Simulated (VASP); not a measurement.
# MnPt2 (P-3m1) in VASP: settings compared, part 2 of 2

VASP 6.6.1.

## (3) Single point, PBEsol, collinear spin, ferromagnetic start

This run uses another cell than the first one, of 14.48 Å³/atom.

INCAR

```
SYSTEM = MnPt2
PREC     = Accurate       ! precision mode
ENCUT    = 520            ! plane-wave cutoff, eV
EDIFF    = 1E-7           ! SCF threshold, eV
ISMEAR   = -1             ! smearing method
SIGMA    = 0.05           ! smearing width, eV
LREAL    = .FALSE.        ! projectors in reciprocal space
LASPH    = .TRUE.         ! aspherical terms in the spheres
NELM     = 150            ! most SCF steps
ALGO     = Fast           ! electronic algorithm
ISIF     = 2              ! what is computed and relaxed
LWAVE    = .FALSE.        ! write WAVECAR
LCHARG   = .TRUE.         ! write CHGCAR
ISPIN    = 2              ! spin polarisation
MAGMOM   = 0 0 4          ! initial moments
LORBIT   = 11             ! projections on sites
LMAXMIX  = 4              ! l up to which the mixer works
GGA      = PS             ! functional
LELF     = .TRUE.         ! ELF
LVHAR    = .TRUE.       
NBANDS   = 28             ! bands
```

KPOINTS

```
regular mesh
0
G
  11 11 4
  0 0 0
```

POSCAR

```
MnPt2
1.0
    2.8000532941      0.0000000000      0.0000000000
   -1.4000266470      2.4249172847      0.0000000000
    0.0000000000      0.0000000000      6.3991501735
Pt Mn
2 1
Direct
    0.6666666667      0.3333333333      0.3162060000
    0.3333333333      0.6666666667      0.6837940000
    0.0000000000      0.0000000000      0.0000000000
```

Potentials or basis: VASP PAW PBE potentials, release 64 (Pt, Mn_pv).

Launch:

```bash
$ cat potpaw_PBE.64/Pt/POTCAR potpaw_PBE.64/Mn_pv/POTCAR > POTCAR
$ mpirun -np 1 vasp_std > vasp.out
```

OUTCAR:

```text
SYSTEM = MnPt2
   PREC = Accurate
   ENCUT = 520
   EDIFF = 1E-7
   ISMEAR = -1
   LREAL = .FALSE.
   LASPH = .TRUE.
   NELM = 150
   ISIF = 2
   ISPIN = 2
   LORBIT = 11
   GGA = PS

 ion  position               nearest neighbor table
   1  0.667  0.333  0.316-   3 2.59   3 2.59   3 2.59   2 2.85   2 2.85   2 2.85
   2  0.333  0.667  0.684-   3 2.59   3 2.59   3 2.59   1 2.85   1 2.85   1 2.85
   3  0.000  0.000  0.000-   1 2.59   2 2.59   1 2.59   2 2.59   1 2.59   2 2.59

  LATTYP: Found a hexagonal cell.
 ALAT       =     2.8000532941
 C/A-ratio  =     2.2853672775

  Lattice vectors:

 A1 = (   2.8000532941,   0.0000000000,   0.0000000000)
 A2 = (  -1.4000266470,   2.4249172847,   0.0000000000)
 A3 = (   0.0000000000,   0.0000000000,   6.3991501735)

Analysis of symmetry for initial positions (statically):
=====================================================================
 Subroutine PRICEL returns:
 Original cell was already a primitive cell.

 Routine SETGRP: Setting up the symmetry group for a
 hexagonal supercell.

 Subroutine GETGRP returns: Found 12 space group operations
 (whereof 12 operations were pure point group operations)
 out of a pool of 24 trial point group operations.

The static configuration has the point symmetry D_3d.

Analysis of symmetry for dynamics (positions and initial velocities):
=====================================================================
 Subroutine PRICEL returns:
 Original cell was already a primitive cell.

 Routine SETGRP: Setting up the symmetry group for a
 hexagonal supercell.

 Subroutine GETGRP returns: Found 12 space group operations
 (whereof 12 operations were pure point group operations)
 out of a pool of 24 trial point group operations.

The dynamic configuration has the point symmetry D_3d.

Analysis of structural, dynamic, and magnetic symmetry:
=====================================================================
 Subroutine PRICEL returns:
 Original cell was already a primitive cell.

 Routine SETGRP: Setting up the symmetry group for a
 hexagonal supercell.

 Subroutine GETGRP returns: Found 12 space group operations
 (whereof 12 operations were pure point group operations)
 out of a pool of 24 trial point group operations.

The overall configuration has the point symmetry D_3d.

 Subroutine INISYM returns: Found 12 space group operations
 (whereof 12 operations are pure point group operations),
 and found     1 'primitive' translations

----------------------------------------------------------------------------------------

                                     Primitive cell

  volume of cell :      43.4496

  direct lattice vectors                    reciprocal lattice vectors
     2.800053294  0.000000000  0.000000000     0.357136060  0.206192600  0.000000000
    -1.400026647  2.424917285  0.000000000     0.000000000  0.412385200  0.000000000
     0.000000000  0.000000000  6.399150173     0.000000000  0.000000000  0.156270750

  length of vectors
     2.800053294  2.800053294  6.399150173     0.412385200  0.412385200  0.156270750

  position of ions in fractional coordinates (direct lattice)
     0.666666667  0.333333333  0.316206000
     0.333333333  0.666666667  0.683794000
     0.000000000  0.000000000  0.000000000

[... 73 lines left out ...]
   LSORBIT =      F    spin-orbit coupling
   LASPH  =      T    aspherical Exc in radial PAW
   ENCUT  =  520.0 eV  38.22 Ry    6.18 a.u.   5.21  5.21 11.90*2*pi/ulx,y,z
   NELM   =    150;   NELMIN=  2; NELMDL= -5     # of ELM steps
   EDIFF  = 0.1E-06   stopping-criterion for ELM
   LREAL  =      F    real-space projection
   EDIFFG = 0.1E-05   stopping-criterion for IOM
   NSW    =      0    number of steps for IOM
   IBRION =     -1    ionic relax: 0-MD 1-quasi-New 2-CG
   NFREE  =      0    steps in history (QN), initial steepest desc. (CG)
   ISIF   =      2    stress and relaxation
   ISYM   =      2    0-nonsym 1-usesym 2-fastsym
   POTIM  = 0.5000    time-step for ionic-motion
   TEBEG  =    0.0;   TEEND  =   0.0 temperature during run
   PSTRESS=    0.0 pullay stress
   NELECT =      33.0000    total number of electrons
   NUPDOWN=      -1.0000    fix difference up-down
   EMIN   =  10.00;   EMAX   =-10.00  energy-range for DOS
   EFERMI =   0.00;   METHOD = LEGACY
   ISMEAR =    -1;   SIGMA  =   0.05  broadening in eV -4-tet -1-fermi 0-gaus
   EFERMI_NEDOS =   21; number of points for ismear=-14 and -15
   IALGO  =     68    algorithm
   IMIX   =      4    mixing-type and parameters
     AMIX     =   0.40;   BMIX     =  1.00
     AMIX_MAG =   1.60;   BMIX_MAG =  1.00
  volume/ion in A,a.u.               =      14.48        97.74
  Fermi-wavevector in a.u.,A,eV,Ry     =   1.493657  2.822603 30.354763  2.231012
  Thomas-Fermi vector in A             =   2.606030
   LORBIT       =     11    0 simple, 1 ext, 2 COOP (PROOUT), +10 PAW based schemes
   GGA     = PS    functional components
   LHFCALC =     F    Hartree Fock is set to
   AEXX    =    0.0000 exact exchange contribution
   IVDW    =     0    specifies the selected vdW correction
   LEPSILON=     F    determine dielectric tensor
   LRPA    =     F    only Hartree local field effects (RPA)
 spin polarized calculation
 RMM-DIIS sequential band-by-band and
  energy-cutoff  :      520.00
  volume of cell :       43.45
 maximum number of plane-waves:      1185
 NGX is ok and might be reduce to    24
   NGX = 11   NGY = 11   NGZ = 23

 number of electron      32.9999999 magnetization       4.1656344

 Free energy of the ion-electron system (eV)
  ---------------------------------------------------
  ext. energy  EPLUGINS =         0.00000000
  ---------------------------------------------------
  free energy    TOTEN  =       -24.02406068 eV

  energy without entropy =      -23.99797098  energy(sigma->0) =      -24.01101583

 E-fermi :  10.3509     XC(G=0): -13.3586

 val. band max:       10.3508833865   @ k =   0.0000   0.0000   0.5000
 cond. band min:      10.3785691568   @ k =   0.0000   0.4545   0.2500
 fundamental gap:      0.0276857703
 Fermi energy:        10.3509416367

 spin component 1

 k-point     1 :       0.0000    0.0000    0.0000
  band No.  band energies     occupation
      1     -39.1499      1.00000
      2     -39.0521      1.00000
      3     -39.0521      1.00000
      4       0.4293      1.00000
      5       2.7684      1.00000
      6       4.1579      1.00000
[... 733 lines left out ...]
     27      24.7970      0.00000
     28      26.1202      0.00000

 [... further k-points ...]

 spin component 2

 k-point     1 :       0.0000    0.0000    0.0000
  band No.  band energies     occupation
      1     -35.5066      1.00000
      2     -35.3196      1.00000
      3     -35.3196      1.00000
      4       0.6701      1.00000
      5       2.9111      1.00000
      6       4.8659      1.00000
[... 733 lines left out ...]
     27      25.3275      0.00000
     28      26.4479      0.00000

 [... further k-points ...]

------------------------ aborting loop because EDIFF is reached ----------------------------------------

  FORCE on cell =-STRESS in cart. coord.  units (eV):
  Direction    XX          YY          ZZ          XY          YZ          ZX
  --------------------------------------------------------------------------------------
  -------------------------------------------------------------------------------------
  Total       -0.0860185     -0.0860185      1.4768870     -0.0000000      0.0000000      0.0000000
  in kB       -3.1718825     -3.1718825     54.4593345     -0.0000000      0.0000000      0.0000000
  external PRESSURE =      16.0385232 kB  Pullay stress =       0.0000000 kB

 VOLUME and BASIS-vectors are now :
 -----------------------------------------------------------------------------
  energy-cutoff  :      520.00
  volume of cell :       43.45
      direct lattice vectors                 reciprocal lattice vectors
     2.800053294  0.000000000  0.000000000     0.357136060  0.206192600  0.000000000
    -1.400026647  2.424917285  0.000000000     0.000000000  0.412385200  0.000000000
     0.000000000  0.000000000  6.399150173     0.000000000  0.000000000  0.156270750

 POSITION                                       TOTAL-FORCE (eV/Angst)
 -----------------------------------------------------------------------------------
      1.40003      0.80831      2.02345         0.000000     -0.000000      0.159062
     -0.00000      1.61661      4.37570        -0.000000      0.000000     -0.159062
      0.00000      0.00000      0.00000        -0.000000      0.000000      0.000000
 -----------------------------------------------------------------------------------
    total drift:                                0.000000     -0.000000     -0.000000

  FREE ENERGIE OF THE ION-ELECTRON SYSTEM (eV)
  ---------------------------------------------------
  free  energy   TOTEN  =       -24.0240606764 eV

  energy  without entropy=      -23.9979709776  energy(sigma->0) =      -24.01101583

 total charge

# of ion       s       p       d       tot
------------------------------------------
    1        0.674   0.603   8.067   9.344
    2        0.674   0.603   8.067   9.344
    3        0.339   6.300   5.013  11.652
--------------------------------------------------
tot          1.688   7.505  21.147  30.340

 magnetization (x)

# of ion       s       p       d       tot
------------------------------------------
    1       -0.015   0.003   0.265   0.253
    2       -0.015   0.003   0.265   0.253
    3        0.012   0.026   3.457   3.494
--------------------------------------------------
tot         -0.018   0.031   3.988   4.000
```

It took 4.5 min on 1 thread of Intel Xeon 8259CL, shared host; peak memory 0.26 GiB.

What came out:

```
Free energy                                           : -24.0241 eV
Pressure                                              : 1.6 GPa
Largest force                                         : 0.159 eV/Å
Net moment                                            : 4.17 μB per cell
Site moments                                          : Pt +0.25; Mn +3.49 μB
Valence electrons inside the program's atomic spheres : Pt 9.34; Mn 11.65
```

Forces in eV/Å, atoms in the order of the input:
```
Pt   0.000  0.000  0.159
Pt   0.000  0.000 -0.159
Mn   0.000  0.000  0.000
```

Levels at points of the mesh, in eV from the Fermi level:
Spin up:
```csv
k point,band 17,band 18,band 19,band 20,band 21,band 22
"(0.00, 0.00, 0.00)",-1.50,-1.16,-1.16,-0.70,-0.70,10.50
"(0.00, 0.00, 0.50)",-1.66,-1.66,0.00,0.00,0.10,6.60
```
Spin down:
```tsv
k point	band 11	band 12	band 13	band 14	band 15	band 16	band 17	band 18	band 19	band 20
(0.00, 0.00, 0.00)	-3.08	-2.55	-2.09	-2.09	-1.01	-1.01	0.48	1.24	1.24	2.12
(0.00, 0.00, 0.50)	-3.40	-1.75	-1.75	-1.60	-1.60	0.04	0.39	1.29	1.29	2.32
```

Caveat: the PAW data sets were made with another functional, which shifts forces and pressure a little; spin-orbit coupling is left out, which moves the levels of the heavy elements.
